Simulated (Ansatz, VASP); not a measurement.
**HfB2 in VASP and in Ansatz**

File INCAR:

```
SYSTEM = HfB2
PREC     = Accurate       ! precision mode
ENCUT    = 520            ! plane-wave cutoff, eV
EDIFF    = 1E-6           ! SCF threshold, eV
ISMEAR   = -1             ! smearing method
SIGMA    = 0.05           ! smearing width, eV
LREAL    = .False.        ! projectors in reciprocal space
LASPH    = .True.         ! aspherical terms in the spheres
NELM     = 60             ! most SCF steps
ALGO     = Normal         ! electronic algorithm
ISIF     = 2              ! what is computed and relaxed
LWAVE    = .False.        ! write WAVECAR
LCHARG   = .False.        ! write CHGCAR
GGA      = PS             ! functional
NBANDS   = 15             ! bands
```

File KPOINTS:

```
Automatic mesh
0
Gamma
  13 13 11
  0 0 0
```

The input POSCAR:

```
HfB2
1.0
    3.0458000975      0.0000000000      0.0000000000
   -1.5229000488      2.6377402592      0.0000000000
    0.0000000000      0.0000000000      3.4800000000
Hf B
1 2
Direct
    0.0000000000      0.0000000000      0.0000000000
    0.3333333333      0.6666666667      0.5000000000
    0.6666666667      0.3333333333      0.5000000000
```

Input for Ansatz:

```yaml
crystal:
  lattice:
    - [3.0458000975, 0.0, 0.0]
    - [-1.5229000488, 2.6377402592, 0.0]
    - [0.0, 0.0, 3.48]
  atoms:
    - { symbol: Hf, position: [0.0, 0.0, 0.0] }
    - { symbol: B, position: [0.3333333333, 0.6666666667, 0.5] }
    - { symbol: B, position: [0.6666666667, 0.3333333333, 0.5] }
kpoints:
  mp_grid: { grid: [13, 13, 11] }
  band_path:
    path:
      - [0.0, 0.0, 0.0]
      - [0.5, 0.0, 0.0]
      - [0.3333333333, 0.3333333333, 0.0]
      - [0.0, 0.0, 0.0]
      - [0.0, 0.0, 0.5]
      - [0.5, 0.0, 0.5]
      - [0.3333333333, 0.3333333333, 0.5]
      - [0.0, 0.0, 0.5]
      - [0.5, 0.0, 0.5]
    npoints: 5
scf:
  occupations: { method: fermi_dirac, width: 0.05 }
hamiltonian:
  xc: pbesol
  pseudopotentials: { kind: all_electron, lapw: { basis_error: 0.0005 } }
output:
  forces: true
  stress: true
  eigenvalues: true
```

Change from the starting cell: equal xx and yy strain of -3 %.

Alike in both runs: task single point; functional PBEsol; k mesh 13 × 13 × 11; occupations fermi-dirac, width 0.05 eV; no spin polarisation.

|  | VASP | Ansatz |
| --- | --- | --- |
| version | VASP 6.6.1 | Ansatz 0.2.0 |
| potentials or method | VASP PAW PBE potentials, release 64 (Hf_pv, B), cutoff 520 eV | all-electron LAPW, scalar-relativistic |

Ansatz gave:

```
pressure (GPa)                                                : 13.3
traceless stress, the component that is largest in VASP (GPa) : -10.46
```

Task: Which values does VASP return?

Result: Pressure (GPa): 13.3; traceless stress, the component that is largest in VASP (GPa): -10.22.

VASP's potentials were made for PBE, not for PBEsol. Ansatz ran all-electron here, and VASP with PAW potentials.

Neither program's run includes spin-orbit coupling.
